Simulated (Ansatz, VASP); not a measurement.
# Two plane-wave programs on Fe

```
CELL_PARAMETERS angstrom
2.42890 0.00000 0.00000
-1.21445 2.10349 0.00000
0.00000 0.00000 3.84166
ATOMIC_POSITIONS crystal
Fe 0.33333 0.66667 0.25000
Fe 0.66667 0.33333 0.75000
```

Alike in both runs: functional PBEsol; k mesh 18 × 18 × 12; occupations gaussian, width 0.1 eV; no spin polarisation.

Ansatz relaxed the structure, and its values are those at the end. VASP's run is a single point on that final structure, the one shown.

```csv
,VASP,Ansatz
version,VASP 6.6.1,Ansatz 0.2.0
potentials or method,"VASP PAW PBE potentials, release 64 (Fe), cutoff 520 eV","scalar-relativistic, plane waves, PAW"
valence electrons in the cell,16,32
```

```csv
,VASP,Ansatz,Ansatz less VASP
gap on the k mesh at the Fermi level (eV),none,none,-
pressure (GPa),-0.3,0.0,+0.29
```

VASP's potentials were made for PBE, not for PBEsol. A gap of «none» marks a metal or a gap that the smearing closes. With one functional, cell and mesh, what is left measures potentials, basis and numerics. VASP's potentials hold 16 valence electrons a cell and Ansatz's 32, so a difference there can come from the potentials and not from the codes.
